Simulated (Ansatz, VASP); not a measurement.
Ir: VASP beside Ansatz

```
CELL_PARAMETERS angstrom
0.00000 1.92211 1.87406
1.92211 0.00000 1.87406
1.92211 1.92211 0.00000
ATOMIC_POSITIONS crystal
Ir 0.00000 0.00000 0.00000
```

Change from the starting cell: strain -0.0250 x Voigt [0, 0, 1, 0, 0, 0], atoms carried along.

Alike in both runs: task single point; functional r2SCAN; k mesh 26 × 26 × 26; occupations gaussian, width 0.15 eV; no spin polarisation.

|  | VASP | Ansatz |
| --- | --- | --- |
| version | VASP 6.6.1 | Ansatz 0.2.0 |
| potentials or method | VASP PAW PBE potentials, release 64 (Ir), cutoff 520 eV | scalar-relativistic, plane waves, PAW |
| valence electrons in the cell | 9 | 17 |

|  | VASP | Ansatz | Ansatz less VASP |
| --- | --- | --- | --- |
| gap on the k mesh at the Fermi level (eV) | none | none | - |
| pressure (GPa) | 13.2 | 10.4 | -2.87 |
| traceless stress, the component that is largest in VASP (GPa) | 6.94 | 6.92 | -0.014 |

VASP's potentials were made for PBE, not for r2SCAN. A gap of «none» marks a metal or a gap that the smearing closes. VASP's potentials hold 9 valence electrons a cell and Ansatz's 17, so a difference there can come from the potentials and not from the codes.

Spin-orbit coupling is off throughout.
